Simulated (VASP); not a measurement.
Al:

```xyz
4
Lattice="2.8271 0.0000 0.0000 -1.4135 2.4483 0.0000 0.0000 0.0000 9.1860" Properties=species:S:1:pos:R:3 pbc="T T T"
Al    0.0000    0.0000    0.0000
Al    0.0000    1.6322    2.2965
Al    0.0000    0.0000    4.5930
Al    1.4135    0.8161    6.8895
```

Base run:

```yaml
Program: VASP 6.6.1
Functional: PBEsol
Potentials_or_basis: VASP PAW PBE potentials, release 64 (Al)
Cutoff: 520 eV
k_mesh: 9 × 9 × 3
Occupations: methfessel-paxton, width 0.1 eV
Spin: no spin polarisation
```

Its results: band gap on the k mesh zero (band 6 reaches 12.38 eV, above the bottom of band 7 at 6.96 eV); pressure 1.6 GPa.

The run is repeated on the same cell with these changes: k mesh from 9 × 9 × 3 to 3 × 3 × 1. What comes out?

Band gap on the k mesh zero (band 6 reaches 11.95 eV, above the bottom of band 7 at 6.97 eV); pressure 2.1 GPa.

Caveats: some runs use coarse meshes; the PAW data sets were made with another functional, which shifts forces and pressure a little.
